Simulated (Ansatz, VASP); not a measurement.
# One calculation of Co, two programs

```xyz
2
Lattice="2.4874 0.0000 0.0000 -1.2437 2.1541 0.0000 0.0000 0.0000 4.0633" Properties=species:S:1:pos:R:3 pbc="T T T"
Co    1.2437    0.7180    1.0559
Co    0.0000    1.4361    3.0074
```

Alike in both runs: task single point; functional PBEsol; k mesh 24 × 24 × 14; occupations gaussian, width 0.15 eV; collinear spin.

|  | VASP | Ansatz |
| --- | --- | --- |
| version | VASP 6.6.1 | Ansatz 0.2.0 |
| potentials or method | VASP PAW PBE potentials, release 64 (Co), cutoff 520 eV | scalar-relativistic, plane waves, PAW |
| valence electrons in the cell | 18 | 34 |

```csv
,VASP,Ansatz,Ansatz less VASP
gap on the k mesh at the Fermi level (eV),none,none,-
pressure (GPa),-10.2,-9.5,+0.63
"traceless stress, the component that is largest in VASP (GPa)",-1.31,-1.27,+0.047
rms of the force components (eV/Å),0.253,0.261,+0.0081
net moment per atom (μB),1.62,1.62,+0.006
size of the moment on the site where the two differ most (μB),1.63,1.69,+0.061
```

VASP's potentials were made for PBE, not for PBEsol. Site moments also hang on the region over which each program counts them. Atom by atom the forces differ by 0.008 eV/Å (rms over components). A gap of «none» marks a metal or a gap that the smearing closes. With one functional, cell and mesh, what is left measures potentials, basis and numerics. VASP's potentials hold 18 valence electrons a cell and Ansatz's 34, so a difference there can come from the potentials and not from the codes.
